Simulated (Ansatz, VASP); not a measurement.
## Pt in VASP and in Ansatz

```
Pt
1.0
     2.76067    0.00000    0.00000
    -1.38033    2.39081    0.00000
     0.00000    0.00000    4.79213
Pt
2
Direct
  0.66667 0.33333 0.75000
  0.33333 0.66667 0.25000
```

Alike in both runs: task single point; functional r2SCAN; k mesh 14 × 14 × 7; no spin polarisation.

|  | VASP | Ansatz |
| --- | --- | --- |
| version | VASP 6.6.1 | Ansatz 0.2.0 |
| potentials or method | VASP PAW PBE potentials, release 64 (Pt), cutoff 520 eV | plane waves, PAW |
| occupations | gaussian, width 0.1 eV | gaussian |
| valence electrons in the cell | 20 | 36 |

Ansatz gave:

- pressure (GPa): -6.6
- traceless stress, the component that is largest in VASP (GPa): 0.94

**Question.** Which values does VASP return?

**Answer.** Pressure (GPa): -6.1; traceless stress, the component that is largest in VASP (GPa): 0.75.

VASP's potentials were made for PBE, not for r2SCAN. VASP's potentials hold 20 valence electrons a cell and Ansatz's 36, so a difference there can come from the potentials and not from the codes.

Neither program's run includes spin-orbit coupling.
